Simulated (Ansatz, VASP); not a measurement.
Cu: VASP beside Ansatz

The input INCAR:

```
SYSTEM = Cu
  ALGO = Normal
  EDIFF = 1E-6
  ENCUT = 600
  GGA = PE
  GGA_COMPAT = .False.
  ISIF = 2
  ISMEAR = 0
  LASPH = .True.
  LCHARG = .False.
  LREAL = .False.
  LWAVE = .False.
  NBANDS = 12
  NELM = 120
  PREC = Accurate
  SIGMA = 0.1
```

File KPOINTS:

```
k-points
0
Gamma
  8 8 8
  0 0 0
```

Contents of POSCAR:

```
Cu
1.0
    0.0000000000      1.7850000000      1.7850000000
    1.7850000000      0.0000000000      1.7850000000
    1.7850000000      1.7850000000      0.0000000000
Cu
1
Direct
    0.0000000000      0.0000000000      0.0000000000
```

Input for Ansatz:

```yaml
crystal:
  lattice:
    - [0.0, 1.785, 1.785]
    - [1.785, 0.0, 1.785]
    - [1.785, 1.785, 0.0]
  atoms:
    - { symbol: Cu, position: [0.0, 0.0, 0.0] }
basis:
  ecutwfc: 420
kpoints:
  mp_grid: { grid: [8, 8, 8] }
hamiltonian:
  xc: pbe
  pseudopotentials: { kind: paw, azcp: { folder: soft_1 } }
scf:
  occupations: { method: gaussian, width: 0.1 }
output:
  forces: true
  stress: true
  eigenvalues: true
```

Alike in both runs: task single point; functional PBE; k mesh 8 × 8 × 8; occupations gaussian, width 0.1 eV; no spin polarisation.

|  | VASP | Ansatz |
| --- | --- | --- |
| version | VASP 6.6.1 | Ansatz 0.2.0 |
| potentials or method | VASP PAW PBE potentials, release 64 (Cu), cutoff 600 eV | scalar-relativistic, plane waves, PAW |
| valence electrons in the cell | 11 | 19 |

VASP gave:

| Quantity | Value |
| --- | --- |
| gap on the k mesh at the Fermi level (eV) | none |
| pressure (GPa) | 9.5 |

What did Ansatz give for the same quantities?

gap on the k mesh at the Fermi level (eV): none; pressure (GPa): 8.8.

A gap of «none» marks a metal or a gap that the smearing closes. With one functional, cell and mesh, what is left measures potentials, basis and numerics. VASP's potentials hold 11 valence electrons a cell and Ansatz's 19, so a difference there can come from the potentials and not from the codes.

The k mesh is coarse, so the values compare programs but aren't converged.
